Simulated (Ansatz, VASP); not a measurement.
# One calculation of Sc, two programs

```
Sc
1.0
     0.00000    2.34226    2.34226
     2.34226    0.00000    2.34226
     2.34226    2.34226    0.00000
Sc
1
Cartesian
  0.0000 0.0000 0.0000
```

Change from the starting cell: volume scaled by 1.02.

Alike in both runs: task single point; functional LDA; k mesh 13 × 13 × 13; occupations fermi-dirac, width 0.08 eV; no spin polarisation.

|  | VASP | Ansatz |
| --- | --- | --- |
| version | VASP 6.6.1 | Ansatz 0.2.0 |
| potentials or method | VASP PAW LDA potentials, release 64 (Sc_sv), cutoff 520 eV | all-electron LAPW, scalar-relativistic |

```tsv
	VASP	Ansatz	Ansatz less VASP
pressure (GPa)	-6.3	-6.3	-0.02
```

LDA's correlation is that of Perdew and Zunger in VASP and of Perdew and Wang (1992) in Ansatz. Ansatz ran all-electron here, and VASP with PAW potentials.
